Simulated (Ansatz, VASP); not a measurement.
**One calculation of HfO2, two programs**

Contents of INCAR:

```
PREC = Accurate
ENCUT = 520
EDIFF = 1E-6
ISMEAR = 0
SIGMA = 0.05
LREAL = F
LASPH = T
NELM = 60
ALGO = Normal
ISIF = 2
LWAVE = F
LCHARG = T
GGA = PS
LELF = T
LVHAR = T
NBANDS = 18
```

The input KPOINTS:

```
Automatic mesh
0
Gamma
  8 8 8
```

POSCAR

```
HfO2
1.0
    0.0000000000      2.3976562500      2.5575000000
    2.7173437500      0.0000000000      2.5575000000
    2.7173437500      2.3976562500      0.0000000000
Hf O
1 2
Direct
    0.0000000000      0.0000000000      0.0000000000
    0.2500000000      0.2500000000      0.2500000000
    0.7500000000      0.7500000000      0.7500000000
```

Input for Ansatz:

```yaml
crystal:
  lattice:
    - [0.0, 2.39765625, 2.5575]
    - [2.71734375, 0.0, 2.5575]
    - [2.71734375, 2.39765625, 0.0]
  atoms:
    - { symbol: Hf, position: [0.0, 0.0, 0.0] }
    - { symbol: O, position: [0.25, 0.25, 0.25] }
    - { symbol: O, position: [0.75, 0.75, 0.75] }
basis:
  ecutwfc: 420
kpoints:
  mp_grid: { grid: [8, 8, 8] }
hamiltonian:
  xc: pbesol
scf:
  occupations: { method: gaussian, width: 0.05 }
output:
  forces: true
  stress: true
  eigenvalues: true
```

Change from the starting cell: strain +0.0625 x Voigt [1, -1, 0, 0, 0, 0], atoms carried along.

Alike in both runs: task single point; functional PBEsol; k mesh 8 × 8 × 8; occupations gaussian, width 0.05 eV; no spin polarisation.

|  | VASP | Ansatz |
| --- | --- | --- |
| version | VASP 6.6.1 | Ansatz 0.2.0 |
| potentials or method | VASP PAW PBE potentials, release 64 (Hf_pv, O), cutoff 520 eV | scalar-relativistic, plane waves, PAW |
| valence electrons in the cell | 22 | 38 |

```csv
,VASP,Ansatz,Ansatz less VASP
gap on the k mesh at the Fermi level (eV),2.04,2.05,+0.008
least direct gap on the mesh (eV),2.51,2.52,+0.013
pressure (GPa),-12.1,-8.8,+3.32
"traceless stress, the component that is largest in VASP (GPa)",28.84,28.37,-0.467
```

VASP's potentials were made for PBE, not for PBEsol. VASP's potentials hold 22 valence electrons a cell and Ansatz's 38, so a difference there can come from the potentials and not from the codes.

Spin-orbit coupling is off throughout.
